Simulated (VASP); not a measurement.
# As in VASP: notebook

Runs on As. Level: PBE+D3(BJ). Tasks: single point.

Everything below comes from runs of VASP 6.6.1. Logs are shortened: lines on timing, memory, paths and dates and some standing lists are left out, and cuts for length are marked.

**1. The cell of the first run**

The cell holds a slab with vacuum, 4 atoms: a = 3.571 Å, b = 3.571 Å, c = 20.295 Å, α = 90.00°, β = 90.00°, γ = 120.00°.

**2. Single point, PBE+D3(BJ)**

INCAR

```
ALGO = Normal ; DIPOL = 0.5 0.5 0.382
EDIFF = 1E-7 ; ENCUT = 520
GGA = PE ; IDIPOL = 3
ISIF = 2 ; ISMEAR = 0
IVDW = 12 ; LASPH = True
LCHARG = False ; LDIPOL = True
LREAL = False ; LWAVE = False
NBANDS = 18 ; NELM = 80
PREC = Accurate ; SIGMA = 0.05
```

KPOINTS

```
k-points
0
Gamma
  9 9 1
```

POSCAR

```
As
1.0
    3.5713380906      0.0000000000      0.0000000000
   -1.7856690453      3.0928695120      0.0000000000
    0.0000000000      0.0000000000     20.2952802043
As
4
Direct
    0.3333333333      0.6666666667      0.2905917062
    0.6666666667      0.3333333333      0.2217264287
    1.1666666667      0.3333333333      0.5427508314
    0.8333333333      0.6666666667      0.4738855539
```

Potentials or basis: VASP PAW PBE potentials, release 64 (As).

Run with:

```console
$ cat potpaw_PBE.64/As/POTCAR > POTCAR
$ mpirun -np 1 vasp_std > vasp.out
```

OUTCAR:

```text
EDIFF = 1E-7
   ENCUT = 520
   GGA = PE
   ISIF = 2
   ISMEAR = 0
   IVDW = 12
   LASPH = True
   LREAL = False
   NELM = 80
   PREC = Accurate
 IVDW          = 12

 ion  position               nearest neighbor table
   1  0.333  0.667  0.291-   2 2.49   2 2.49   2 2.49
   2  0.667  0.333  0.222-   1 2.49   1 2.49   1 2.49
   3  0.167  0.333  0.543-   4 2.49   4 2.49   4 2.49
   4  0.833  0.667  0.474-   3 2.49   3 2.49   3 2.49

  LATTYP: Found a hexagonal cell.
 ALAT       =     3.5713380906
 C/A-ratio  =     5.6828224294

  Lattice vectors:

 A1 = (   3.5713380906,   0.0000000000,   0.0000000000)
 A2 = (  -1.7856690453,   3.0928695120,   0.0000000000)
 A3 = (   0.0000000000,   0.0000000000,  20.2952802043)

Analysis of symmetry for initial positions (statically):
=====================================================================
 Subroutine PRICEL returns:
 Original cell was already a primitive cell.

 Routine SETGRP: Setting up the symmetry group for a
 hexagonal supercell.

 Subroutine GETGRP returns: Found  4 space group operations
 (whereof  2 operations were pure point group operations)
 out of a pool of 24 trial point group operations.

The static configuration has the point symmetry C_1h.
 The point group associated with its full space group is C_2v.

Analysis of symmetry for dynamics (positions and initial velocities):
=====================================================================
 Subroutine PRICEL returns:
 Original cell was already a primitive cell.

 Routine SETGRP: Setting up the symmetry group for a
 hexagonal supercell.

 Subroutine GETGRP returns: Found  4 space group operations
 (whereof  2 operations were pure point group operations)
 out of a pool of 24 trial point group operations.

The dynamic configuration has the point symmetry C_1h.
 The point group associated with its full space group is C_2v.

 Subroutine INISYM returns: Found  4 space group operations
 (whereof  2 operations are pure point group operations),
 and found     1 'primitive' translations

----------------------------------------------------------------------------------------

                                     Primitive cell

  volume of cell :     224.1752

  direct lattice vectors                    reciprocal lattice vectors
     3.571338091  0.000000000  0.000000000     0.280007094  0.161662171  0.000000000
    -1.785669045  3.092869512  0.000000000     0.000000000  0.323324342  0.000000000
[... 96 lines left out ...]
   POTIM  = 0.5000    time-step for ionic-motion
   TEBEG  =    0.0;   TEEND  =   0.0 temperature during run
   PSTRESS=    0.0 pullay stress
   NELECT =      20.0000    total number of electrons
   NUPDOWN=      -1.0000    fix difference up-down
   EMIN   =  10.00;   EMAX   =-10.00  energy-range for DOS
   EFERMI =   0.00;   METHOD = LEGACY
   ISMEAR =     0;   SIGMA  =   0.05  broadening in eV -4-tet -1-fermi 0-gaus
   EFERMI_NEDOS =   21; number of points for ismear=-14 and -15
   IALGO  =     38    algorithm
   IMIX   =      4    mixing-type and parameters
     AMIX     =   0.40;   BMIX     =  1.00
     AMIX_MAG =   1.60;   BMIX_MAG =  1.00
  volume/ion in A,a.u.               =      56.04       378.20
  Fermi-wavevector in a.u.,A,eV,Ry     =   0.731513  1.382360  7.280639  0.535112
  Thomas-Fermi vector in A             =   1.823749
   LORBIT       =      0    0 simple, 1 ext, 2 COOP (PROOUT), +10 PAW based schemes
   GGA     = PE    functional components
   LHFCALC =     F    Hartree Fock is set to
   AEXX    =    0.0000 exact exchange contribution
   IVDW    =    12    specifies the selected vdW correction
   LEPSILON=     F    determine dielectric tensor
   LRPA    =     F    only Hartree local field effects (RPA)
 non-spin polarized calculation
 Gauss-broadening in eV      SIGMA  =   0.05
  energy-cutoff  :      520.00
  volume of cell :      224.18
 maximum number of plane-waves:      6099
   NGX = 13   NGY = 13   NGZ = 75

 dipolmoment           0.000000      0.000000      0.000006 electrons x Angstroem

 number of electron      20.0000001 magnetization

 dipolmoment           0.000000      0.000000     -0.000001 electrons x Angstroem

 Free energy of the ion-electron system (eV)
  ---------------------------------------------------
  ext. energy  EPLUGINS =         0.00000000
  ---------------------------------------------------
  free energy    TOTEN  =       -18.65009352 eV

  energy without entropy =      -18.65009352  energy(sigma->0) =      -18.65009352

 E-fermi :  -1.2809     XC(G=0):  -4.7208

 val. band max:       -1.5057420200   @ k =   0.0000   0.0000   0.0000
 cond. band min:      -0.2374499136   @ k =   0.0000   0.3333   0.0000
 fundamental gap:      1.2682921064
 Fermi energy:        -1.2808635586

 k-point     1 :       0.0000    0.0000    0.0000
  band No.  band energies     occupation
      1     -15.2266      2.00000
      2     -15.1853      2.00000
      3      -8.9851      2.00000
      4      -8.6500      2.00000
      5      -2.7290      2.00000
      6      -1.6509      2.00000
[... 481 lines left out ...]
      5      -5.6561      2.00000
      6      -5.6224      2.00000
[... 10 lines left out ...]
     17       5.8155      0.00000
     18       6.0633      0.00000

 [... further k-points ...]

------------------------ aborting loop because EDIFF is reached ----------------------------------------

 vacuum level on the upper side and lower side of the slab       (xc-potential included)        -0.107        -0.107

 Edisp (eV)   -1.03107

 E8    (eV) :    -0.4494

  FORCE on cell =-STRESS in cart. coord.  units (eV):
  Direction    XX          YY          ZZ          XY          YZ          ZX
  --------------------------------------------------------------------------------------
  -------------------------------------------------------------------------------------
  Total       0.21438     0.07959    -0.19137     0.00000     0.00000     0.00000
  in kB       1.53218     0.56886    -1.36775     0.00000     0.00000     0.00000
  external pressure =        0.24 kB  Pullay stress =        0.00 kB

 VOLUME and BASIS-vectors are now :
 -----------------------------------------------------------------------------
  energy-cutoff  :      520.00
  volume of cell :      224.18
      direct lattice vectors                 reciprocal lattice vectors
     3.571338091  0.000000000  0.000000000     0.280007094  0.161662171  0.000000000
    -1.785669045  3.092869512  0.000000000     0.000000000  0.323324342  0.000000000
     0.000000000  0.000000000 20.295280204     0.000000000  0.000000000  0.049272540

 POSITION                                       TOTAL-FORCE (eV/Angst)
 -----------------------------------------------------------------------------------
     -0.00000      2.06191      5.89764        -0.000000      0.001983      0.160100
      1.78567      1.03096      4.50000         0.000000     -0.001983     -0.064369
      0.00000      1.03096     11.01528         0.000000     -0.001983      0.064369
      1.78567      2.06191      9.61764        -0.000000      0.001983     -0.160100
 -----------------------------------------------------------------------------------
    total drift:                                0.000000      0.000042     -0.000019

  FREE ENERGIE OF THE ION-ELECTRON SYSTEM (eV)
  ---------------------------------------------------
  free  energy   TOTEN  =       -19.6811629786 eV

  energy  without entropy=      -19.6811629786  energy(sigma->0) =      -19.68116298

 vacuum level on the upper side and lower side of the slab         3.673         3.673
```

stdout:

```text
POSCAR found type information on POSCAR As
 POSCAR found :  1 types and       4 ions
 scaLAPACK will be used
 LDA part: xc-table for (Slater+PW92), standard interpolation
 POSCAR, INCAR and KPOINTS ok, starting setup
 FFT: planning ... GRIDC
 FFT: planning ... GRID_SOFT
 FFT: planning ... GRID
 WAVECAR not read
 entering main loop
```

Run time: 82 s. Hardware: 1 thread of Intel Xeon Platinum 8559C (Emerald Rapids), shared host; peak memory 0.36 GiB.

Results:

| Quantity | Value |
| --- | --- |
| Free energy | -19.6812 eV |
| Largest force | 0.160 eV/Å |
| Band gap on the k mesh | 1.27 eV, indirect (least direct gap 1.78 eV) |
| Dispersion energy per atom | -0.258 eV |

Forces on the atoms (eV/Å):
```
As   0.000  0.002  0.160
As   0.000 -0.002 -0.064
As   0.000 -0.002  0.064
As   0.000  0.002 -0.160
```

**3. Single point, PBE+D3(BJ)**

INCAR

```
SYSTEM = As
ALGO = Normal
DIPOL = 0.5 0.5 0.407
EDIFF = 1E-7
ENCUT = 520
GGA = PE
IDIPOL = 3
ISIF = 2
ISMEAR = 0
IVDW = 12
LASPH = .True.
LCHARG = .True.
LDIPOL = .True.
LELF = .True.
LREAL = .False.
LVACPOTAV = .True.
LVHAR = .True.
LWAVE = .False.
NBANDS = 18
NELM = 100
PREC = Accurate
SIGMA = 0.05
```

KPOINTS

```
k-points
0
Gamma
  9 9 1
  0 0 0
```

POSCAR: that of step 2 with these lines changed.

```diff
@@ -10,3 +10,3 @@
     0.6666666667      0.3333333333      0.2217264287
-    1.1666666667      0.3333333333      0.5427508314
-    0.8333333333      0.6666666667      0.4738855539
+    1.1666666667      0.3333333333      0.5920233711
+    0.8333333333      0.6666666667      0.5231580937
```

Potentials or basis: VASP PAW PBE potentials, release 64 (As).

Run with:

```console
$ cat potpaw_PBE.64/As/POTCAR > POTCAR
$ mpirun -np 1 vasp_std > vasp.out
```

Run time: 92 s. Hardware: 1 thread of Intel Xeon Platinum 8559C (Emerald Rapids), shared host; peak memory 0.35 GiB.

The run converged. Its results:

```yaml
Free_energy: -19.5959 eV
Largest_force: 0.142 eV/Å
Band_gap_on_the_k_mesh: 1.43 eV, indirect (least direct gap 1.94 eV)
Dispersion_energy_per_atom: -0.235 eV
```

Forces in eV/Å, atoms in the order of the input:
```
As   0.000  0.000  0.142
As   0.000  0.000 -0.077
As   0.000  0.000  0.077
As   0.000  0.000 -0.142
```

Levels at points of the mesh, in eV from the valence-band top:
| k point | band 8 | band 9 | band 10 | band 11 | band 12 | band 13 |
| --- | --- | --- | --- | --- | --- | --- |
| (0.00, 0.00, 0.00) | 0.00 | 0.00 | 0.00 | 1.94 | 2.17 | 3.51 |

**4. Single point, PBE+D3(BJ)**

INCAR

```
SYSTEM = As
PREC = Accurate
ENCUT = 520
EDIFF = 1E-6
ISMEAR = 0
SIGMA = 0.05
LREAL = .False.
LASPH = .True.
NELM = 120
ALGO = Normal
ISIF = 2
LWAVE = .False.
LCHARG = .True.
LDIPOL = .True.
IDIPOL = 3
DIPOL = 0.5 0.5 0.363
GGA = PE
IVDW = 12
LELF = .True.
LVHAR = .True.
LVACPOTAV = .True.
NBANDS = 38
GGA_COMPAT = .False.
NELMDL = -8
```

KPOINTS

```
Automatic mesh
0
Gamma
  9 9 1
  0 0 0
```

POSCAR: that of step 3 with these lines changed.

```diff
@@ -10,3 +10,3 @@
     0.6666666667      0.3333333333      0.2217264287
-    1.1666666667      0.3333333333      0.5920233711
-    0.8333333333      0.6666666667      0.5231580937
+    1.1666666667      0.3333333333      0.5033327996
+    0.8333333333      0.6666666667      0.4344675222
```

Potentials or basis: VASP PAW PBE potentials, release 64 (As_d).

Run with:

```console
$ cat potpaw_PBE.64/As_d/POTCAR > POTCAR
$ mpirun -np 1 vasp_std > vasp.out
```

Wall time 4.6 min (1 thread of Intel Xeon Platinum 8375C at 2.90GHz (Ice Lake), shared host); peak memory 0.42 GiB.

The run converged. Its results:

* Free energy: -19.7784 eV
* Largest force: 0.034 eV/Å
* Band gap on the k mesh: 0.60 eV, indirect (least direct gap 1.27 eV)
* Dispersion energy per atom: -0.287 eV

Forces on the atoms (eV/Å):
```
As   0.000  0.010 -0.033
As   0.000 -0.010 -0.002
As   0.000 -0.010  0.002
As   0.000  0.010  0.033
```

Levels at points of the mesh, in eV from the valence-band top:
```
           k point  band 27  band 28  band 29  band 30  band 31  band 32  band 33  band 34
(0.00, 0.00, 0.00)    -0.60    -0.53    -0.47    -0.18     1.37     2.21     2.73     2.87
```

**5. Single point, PBE+D3(BJ)**

INCAR

```
PREC = Accurate
ENCUT = 520
EDIFF = 1E-6
ISMEAR = 0
SIGMA = 0.05
LREAL = False
LASPH = True
NELM = 120
ALGO = Normal
ISIF = 2
LWAVE = False
LCHARG = True
LDIPOL = True
IDIPOL = 3
DIPOL = 0.5 0.5 0.375
GGA = PE
IVDW = 12
LELF = True
LVHAR = True
LVACPOTAV = True
NBANDS = 38
GGA_COMPAT = False
NELMDL = -8
```

KPOINTS

```
regular mesh
0
Gamma
  9 9 1
```

POSCAR: that of step 4 with these lines changed.

```diff
@@ -10,3 +10,3 @@
     0.6666666667      0.3333333333      0.2217264287
-    1.1666666667      0.3333333333      0.5033327996
-    0.8333333333      0.6666666667      0.4344675222
+    1.1666666667      0.3333333333      0.5289545203
+    0.8333333333      0.6666666667      0.4600892428
```

Potentials or basis: VASP PAW PBE potentials, release 64 (As_d).

Run with:

```console
$ cat potpaw_PBE.64/As_d/POTCAR > POTCAR
$ mpirun -np 1 vasp_std > vasp.out
```

OUTCAR:

```text
PREC = Accurate
   ENCUT = 520
   EDIFF = 1E-6
   ISMEAR = 0
   LREAL = False
   LASPH = True
   NELM = 120
   ISIF = 2
   GGA = PE
   IVDW = 12
   NELMDL = -8
 IVDW          = 12

 ion  position               nearest neighbor table
   1  0.333  0.667  0.291-   2 2.49   2 2.49   2 2.49
   2  0.667  0.333  0.222-   1 2.49   1 2.49   1 2.49
   3  0.167  0.333  0.529-   4 2.49   4 2.49   4 2.49
   4  0.833  0.667  0.460-   3 2.49   3 2.49   3 2.49

  LATTYP: Found a hexagonal cell.
 ALAT       =     3.5713380906
 C/A-ratio  =     5.6828224294

  Lattice vectors:

 A1 = (   3.5713380906,   0.0000000000,   0.0000000000)
 A2 = (  -1.7856690453,   3.0928695120,   0.0000000000)
 A3 = (   0.0000000000,   0.0000000000,  20.2952802043)

Analysis of symmetry for initial positions (statically):
=====================================================================
 Subroutine PRICEL returns:
 Original cell was already a primitive cell.

 Routine SETGRP: Setting up the symmetry group for a
 hexagonal supercell.

 Subroutine GETGRP returns: Found  4 space group operations
 (whereof  2 operations were pure point group operations)
 out of a pool of 24 trial point group operations.

The static configuration has the point symmetry C_1h.
 The point group associated with its full space group is C_2v.

Analysis of symmetry for dynamics (positions and initial velocities):
=====================================================================
 Subroutine PRICEL returns:
 Original cell was already a primitive cell.

 Routine SETGRP: Setting up the symmetry group for a
 hexagonal supercell.

 Subroutine GETGRP returns: Found  4 space group operations
 (whereof  2 operations were pure point group operations)
 out of a pool of 24 trial point group operations.

The dynamic configuration has the point symmetry C_1h.
 The point group associated with its full space group is C_2v.

 Subroutine INISYM returns: Found  4 space group operations
 (whereof  2 operations are pure point group operations),
 and found     1 'primitive' translations

[... 122 lines left out ...]
   GGA     = PE    functional components
   LHFCALC =     F    Hartree Fock is set to
   AEXX    =    0.0000 exact exchange contribution
   IVDW    =    12    specifies the selected vdW correction
   LEPSILON=     F    determine dielectric tensor
   LRPA    =     F    only Hartree local field effects (RPA)
 non-spin polarized calculation
 Gauss-broadening in eV      SIGMA  =   0.05
  energy-cutoff  :      520.00
  volume of cell :      224.18
 maximum number of plane-waves:      6099
   NGX = 13   NGY = 13   NGZ = 75

 dipolmoment           0.000000      0.000000     -0.000001 electrons x Angstroem

 number of electron      59.9999987 magnetization

 dipolmoment           0.000000      0.000000      0.000002 electrons x Angstroem

 Free energy of the ion-electron system (eV)
  ---------------------------------------------------
  ext. energy  EPLUGINS =         0.00000000
  ---------------------------------------------------
  free energy    TOTEN  =       -18.69185465 eV

  energy without entropy =      -18.69185465  energy(sigma->0) =      -18.69185465

 E-fermi :  -1.7331     XC(G=0):  -4.9481

 val. band max:       -2.0341687430   @ k =   0.0000   0.1111   0.0000
 cond. band min:      -0.9233969013   @ k =   0.0000   0.3333   0.0000
 fundamental gap:      1.1107718417
 Fermi energy:        -1.7331314835

 k-point     1 :       0.0000    0.0000    0.0000
  band No.  band energies     occupation
      1     -37.3714      2.00000
      2     -37.3714      2.00000
      3     -37.3710      2.00000
      4     -37.3708      2.00000
      5     -37.3303      2.00000
      6     -37.3302      2.00000
[... 973 lines left out ...]
     37       5.2127      0.00000
     38       5.5121      0.00000

 [... further k-points ...]

------------------------ aborting loop because EDIFF is reached ----------------------------------------

 Edisp (eV)   -1.06779

 E8    (eV) :    -0.4660

  FORCE on cell =-STRESS in cart. coord.  units (eV):
  Direction    XX          YY          ZZ          XY          YZ          ZX
  --------------------------------------------------------------------------------------
  -------------------------------------------------------------------------------------
  Total       0.25171    -0.01882    -0.29759     0.00000     0.00000     0.00000
  in kB       1.79895    -0.13454    -2.12685     0.00000     0.00000     0.00000
  external pressure =       -0.15 kB  Pullay stress =        0.00 kB

 VOLUME and BASIS-vectors are now :
 -----------------------------------------------------------------------------
  energy-cutoff  :      520.00
  volume of cell :      224.18
      direct lattice vectors                 reciprocal lattice vectors
     3.571338091  0.000000000  0.000000000     0.280007094  0.161662171  0.000000000
    -1.785669045  3.092869512  0.000000000     0.000000000  0.323324342  0.000000000
     0.000000000  0.000000000 20.295280204     0.000000000  0.000000000  0.049272540

 POSITION                                       TOTAL-FORCE (eV/Angst)
 -----------------------------------------------------------------------------------
     -0.00000      2.06191      5.89764         0.000000      0.003532      0.075909
      1.78567      1.03096      4.50000        -0.000000     -0.003532      0.003112
      0.00000      1.03096     10.73528        -0.000000     -0.003532     -0.003112
      1.78567      2.06191      9.33764         0.000000      0.003532     -0.075909
 -----------------------------------------------------------------------------------
    total drift:                               -0.000000     -0.000004      0.000006

  FREE ENERGIE OF THE ION-ELECTRON SYSTEM (eV)
  ---------------------------------------------------
  free  energy   TOTEN  =       -19.7596477536 eV

  energy  without entropy=      -19.7596477536  energy(sigma->0) =      -19.75964775

 vacuum level on the upper side and lower side of the slab         3.129         3.129
```

OSZICAR:

```text
N       E                     dE             d eps       ncg     rms          rms(c)
DAV:   1     0.686392264560E+03    0.68639E+03   -0.29780E+04  2578   0.616E+03
DAV:   2     0.105886329904E+03   -0.58051E+03   -0.56027E+03  1940   0.142E+03
DAV:   3    -0.729363701626E+01   -0.11318E+03   -0.11050E+03  2588   0.216E+02
[... 15 lines left out ...]
DAV:  19    -0.186918177708E+02   -0.16765E-04   -0.47114E-06  2210   0.593E-02    0.182E-03
DAV:  20    -0.186918319677E+02   -0.14197E-04   -0.57613E-07  1508   0.315E-02    0.800E-04
DAV:  21    -0.186918510618E+02   -0.19094E-04   -0.91219E-07  1458   0.271E-02    0.126E-03
DAV:  22    -0.186918528694E+02   -0.18076E-05   -0.21076E-07  1426   0.199E-02    0.597E-04
DAV:  23    -0.186918547281E+02   -0.18587E-05   -0.27663E-07  1368   0.794E-03    0.272E-04
DAV:  24    -0.186918546450E+02    0.83073E-07   -0.97231E-08  1356   0.648E-03
   1 F= -.19759648E+02 E0= -.19759648E+02  d E =-.338438E-18
```

It took 2.8 min on 1 thread of Intel Xeon 6975P-C (Granite Rapids), shared host; peak memory 0.42 GiB.

Results:

| Property | Result |
| --- | --- |
| Free energy | -19.7596 eV |
| Largest force | 0.076 eV/Å |
| Band gap on the k mesh | 1.11 eV, indirect (least direct gap 1.64 eV) |
| Dispersion energy per atom | -0.267 eV |

Forces on the atoms (eV/Å):
```
As   0.000  0.004  0.076
As   0.000 -0.004  0.003
As   0.000 -0.004 -0.003
As   0.000  0.004 -0.076
```

[end of part 1 of 2]
